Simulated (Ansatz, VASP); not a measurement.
**Two plane-wave programs on CdS**

```xyz
4
Lattice="4.1843 0.0000 0.0000 -2.0921 3.6237 0.0000 0.0000 0.0000 6.7927" Properties=species:S:1:pos:R:3 pbc="T T T"
Cd    0.0000    2.4158    0.0000
Cd    2.0921    1.2079    3.3963
S     0.0000    2.4158    2.5473
S     2.0921    1.2079    5.9436
```

Alike in both runs: task single point; functional PBE; k mesh 6 × 6 × 4; no spin polarisation.

|  | VASP | Ansatz |
| --- | --- | --- |
| version | VASP 6.6.1 | Ansatz 0.2.0 |
| potentials or method | VASP PAW PBE potentials, release 64 (Cd, S), cutoff 520 eV | plane waves, PAW |
| occupations | methfessel-paxton of order 1, width 0.05 eV | cold, width 0.05 eV |
| valence electrons in the cell | 36 | 52 |

VASP gave:

```
pressure (GPa)                                                : 0.9
traceless stress, the component that is largest in VASP (GPa) : 0.38
```

Task: Which values does Ansatz return?

Result: Pressure (GPa): 0.6; traceless stress, the component that is largest in VASP (GPa): 0.36.

VASP's potentials hold 36 valence electrons a cell and Ansatz's 52, so a difference there can come from the potentials and not from the codes.
